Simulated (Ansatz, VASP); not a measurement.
CdSe: VASP beside Ansatz

Contents of INCAR:

```
PREC = Accurate ; ENCUT = 520
EDIFF = 1E-6 ; ISMEAR = 0
SIGMA = 0.05 ; LREAL = False
LASPH = True ; NELM = 60
ALGO = Normal ; ISIF = 2
LWAVE = False ; LCHARG = False
GGA = PE ; NBANDS = 16
```

File KPOINTS:

```
Automatic mesh
0
Gamma
  10 10 10
```

File POSCAR:

```
CdSe
1.0
    0.0000000000      3.0702711986      2.9935144186
    3.0702711986      0.0000000000      2.9935144186
    3.0702711986      3.0702711986      0.0000000000
Cd Se
1 1
Direct
    0.0000000000      0.0000000000      0.0000000000
    0.7500000000      0.7500000000      0.7500000000
```

Input for Ansatz:

```yaml
crystal:
  lattice:
    - [0.0, 3.0702711986, 2.9935144186]
    - [3.0702711986, 0.0, 2.9935144186]
    - [3.0702711986, 3.0702711986, 0.0]
  atoms:
    - { symbol: Cd, position: [0.0, 0.0, 0.0] }
    - { symbol: Se, position: [0.75, 0.75, 0.75] }
basis:
  ecutwfc: 420
kpoints:
  mp_grid: { grid: [10, 10, 10] }
hamiltonian:
  xc: pbe
scf:
  occupations: { method: gaussian, width: 0.05 }
output:
  forces: true
  stress: true
  eigenvalues: true
```

Change from the starting cell: strain +0.000 along x and y, -0.025 along z, atoms carried along.

Alike in both runs: task single point; functional PBE; k mesh 10 × 10 × 10; occupations gaussian, width 0.05 eV; no spin polarisation.

|  | VASP | Ansatz |
| --- | --- | --- |
| version | VASP 6.6.1 | Ansatz 0.2.0 |
| potentials or method | VASP PAW PBE potentials, release 64 (Cd, Se), cutoff 520 eV | scalar-relativistic, plane waves, PAW |
| valence electrons in the cell | 18 | 36 |

|  | VASP | Ansatz | Ansatz less VASP |
| --- | --- | --- | --- |
| gap on the k mesh at the Fermi level (eV) | 0.55 | 0.55 | 0.000 |
| least direct gap on the mesh (eV) | 0.55 | 0.55 | 0.000 |
| pressure (GPa) | 3.0 | 2.6 | -0.33 |
| traceless stress, the component that is largest in VASP (GPa) | 0.23 | 0.24 | +0.006 |

The functional is the same, so the differences come from potentials, cutoffs and numerics. VASP's potentials hold 18 valence electrons a cell and Ansatz's 36, so a difference there can come from the potentials and not from the codes.
